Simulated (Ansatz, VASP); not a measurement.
**Se in VASP and in Ansatz**

```
Se
1.0
     0.00000    3.15311    3.15311
     3.15311    0.00000    3.15311
     3.15311    3.15311    0.00000
Se
2
Cartesian
  3.1531 3.1531 3.1531
  4.7297 4.7297 4.7297
```

Alike in both runs: task single point; functional PBEsol; k mesh 5 × 5 × 5; occupations fermi-dirac, width 0.1 eV; no spin polarisation.

|  | VASP | Ansatz |
| --- | --- | --- |
| version | VASP 6.6.1 | Ansatz 0.2.0 |
| potentials or method | VASP PAW PBE potentials, release 64 (Se), cutoff 520 eV | plane waves, PAW |
| valence electrons in the cell | 12 | 32 |

Ansatz gave:

- pressure (GPa): -1.7

Question: Estimate VASP's values.

Answer: Pressure (GPa): -1.6.

VASP's potentials were made for PBE, not for PBEsol. With one functional, cell and mesh, what is left measures potentials, basis and numerics. VASP's potentials hold 12 valence electrons a cell and Ansatz's 32, so a difference there can come from the potentials and not from the codes.
